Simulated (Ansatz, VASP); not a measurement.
**MgO2 in VASP and in Ansatz**

```
Mg O
1.0
     1.72868    0.99805    3.01102
    -1.72868    0.99805    3.01102
     0.00000   -1.99610    3.01102
Mg O
1 2
Direct
  0.00000 0.00000 0.00000
  0.42879 0.42879 0.42879
  0.57121 0.57121 0.57121
```

Alike in both runs: task single point; functional r2SCAN; k mesh 12 × 12 × 12; occupations gaussian, width 0.05 eV; no spin polarisation.

```csv
,VASP,Ansatz
version,VASP 6.6.1,Ansatz 0.2.0
potentials or method,"VASP PAW PBE potentials, release 64 (Mg, O), cutoff 520 eV","scalar-relativistic, plane waves, PAW"
valence electrons in the cell,14,22
```

|  | VASP | Ansatz | Ansatz less VASP |
| --- | --- | --- | --- |
| gap on the k mesh at the Fermi level (eV) | 2.02 | 2.04 | +0.014 |
| least direct gap on the mesh (eV) | 2.54 | 2.56 | +0.015 |
| pressure (GPa) | 15.7 | 15.3 | -0.46 |
| traceless stress, the component that is largest in VASP (GPa) | 71.62 | 68.31 | -3.315 |
| rms of the force components (eV/Å) | 4.504 | 4.191 | -0.3127 |

VASP's potentials were made for PBE, not for r2SCAN. Atom by atom the forces differ by 0.313 eV/Å (rms over components). The functional is the same, so the differences come from potentials, cutoffs and numerics. VASP's potentials hold 14 valence electrons a cell and Ansatz's 22, so a difference there can come from the potentials and not from the codes.
